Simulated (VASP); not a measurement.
GaSb:

```
Ga Sb
1.0
     0.00000    3.06860    3.06860
     3.06860    0.00000    3.06860
     3.06860    3.06860    0.00000
Ga Sb
1 1
Direct
  0.00000 0.00000 0.00000
  0.25000 0.25000 0.25000
```

```yaml
Program: VASP 6.6.1
Task: relaxation of cell and atoms
Functional: LDA
Potentials_or_basis: VASP PAW LDA potentials, release 64 (Ga_d, Sb)
Cutoff: 600 eV
k_mesh: 16 × 16 × 16
Occupations: gaussian, width 0.1 eV
Spin: no spin polarisation
```

At the start: pressure -2.0 GPa; volume 28.89 Å³/atom.

Task: Where does the relaxation end?

Result: Over 3 steps the energy falls by 7.5 meV/atom and the volume is 27.76 Å³/atom (-3.9 %); space group F-43m (No. 216, to 0.1 Å) before and after.

The path:
| step | energy change (eV) | largest force (eV/Å) | pressure (GPa) | volume (Å³) |
| --- | --- | --- | --- | --- |
| 1 | 0.0000 | 0.0000 | -2.04 | 57.79 |
| 2 | -0.0130 | 0.0000 | 0.77 | 54.76 |
| 3 | -0.0149 | 0.0000 | 0.00 | 55.52 |

Final structure:
```xyz
2
Lattice="0.0000 3.0279 3.0279 3.0279 0.0000 3.0279 3.0279 3.0279 0.0000" Properties=species:S:1:pos:R:3 pbc="T T T"
Ga    0.0000    0.0000    0.0000
Sb    1.5140    1.5140    1.5140
```
